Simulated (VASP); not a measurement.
Crystal: SnO.

```
Sn O
1.0
     4.01679    0.00000    0.00000
     0.00000    3.79265    0.00000
     0.00000    0.00000    4.75821
Sn O
2 2
Direct
  0.50000 0.00000 0.23350
  0.00000 0.50000 0.76650
  0.00000 0.00000 0.00969
  0.50000 0.50000 0.99031
```

This cell differs from its parent crystal: uniaxial x strain +5.9%.

Base run:

* Program: VASP 6.6.1
* Functional: r2SCAN
* Potentials or basis: VASP PAW PBE potentials, release 64 (Sn_d, O)
* Cutoff: 660 eV
* k mesh: 6 × 6 × 6
* Occupations: gaussian, width 0.01 eV
* Spin: no spin polarisation

Its results: band gap on the k mesh 0.62 eV (least direct gap 2.28 eV); pressure -2.1 GPa; largest force 0.112 eV/Å.

Q: The run is repeated on the same cell with these changes: functional from r2SCAN to PBE; cutoff from 660 eV to 600 eV; occupations from gaussian, width 0.01 eV to fermi-dirac, width 0.02 eV. What comes out?

A: Band gap on the k mesh 0.42 eV (least direct gap 1.96 eV); pressure 1.6 GPa; largest force 0.513 eV/Å.

Caveats: spin-orbit coupling is left out, which moves the levels of the heavy elements; the PAW data sets were made with another functional, which shifts forces and pressure a little (at least some runs).

A k mesh can miss the band edges.
